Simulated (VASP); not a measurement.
Write the native input for VASP 6.6.1 that does the following.

| Property | Result |
| --- | --- |
| Task | single point |
| Functional | PBE |
| Potentials or basis | VASP PAW PBE potentials, release 64 (Al, Co) |
| Cutoff | 520 eV |
| k mesh | 16 × 16 × 16 |
| Occupations | gaussian, width 0.15 eV |
| Spin | collinear spin, ferrimagnetic start |
| Starting moments | [-0.01, 0.16] μB |
| Dipole correction | no |
| Further INCAR settings | ALGO = Fast; EDIFF = 1e-07; NBANDS = 17 |

The structure of AlCo lies in POSCAR:

```
AlCo
1.0
    2.9321793384      0.0000000000      0.0000000000
    0.0000000000      2.9321793384      0.0000000000
    0.0000000000      0.0000000000      3.0449554668
Al Co
1 1
Direct
    0.0000000000      0.0000000000      0.0000000000
    0.5000000000      0.5000000000      0.5000000000
```

This cell differs from its parent crystal: strain +0.040 along x and y, +0.080 along z.

One way to write it, as run:

INCAR

```
PREC = Accurate
ENCUT = 520
EDIFF = 1E-7
ISMEAR = 0
SIGMA = 0.15
LREAL = F
LASPH = T
NELM = 150
ALGO = Fast
ISIF = 2
LWAVE = F
LCHARG = F
ISPIN = 2
MAGMOM = -0.01 0.16
LORBIT = 11
LMAXMIX = 4
GGA = PE
NBANDS = 17
```

KPOINTS

```
regular mesh
0
Gamma
  16 16 16
```

Potentials or basis: VASP PAW PBE potentials, release 64 (Al, Co).

Run with:

```sh
$ cat potpaw_PBE.64/Al/POTCAR potpaw_PBE.64/Co/POTCAR > POTCAR
$ mpirun -np 1 vasp_std > vasp.out
```

Results of the run:

| Item | Value |
| --- | --- |
| Pressure | -16.5 GPa |
| Band gap on the k mesh | zero (filled and empty bands overlap) |
| Net moment | 0.00 μB per cell |
| Valence electrons inside the program's atomic spheres | Al 0.76; Co 8.24 |

Caveat: the cell differs from its parent crystal (strain +0.040 along x and y, +0.080 along z).

Run time: 9.4 min on 1 thread of Oxide Virtual Turin-like Processor, on a shared host, peak memory 0.34 GiB.
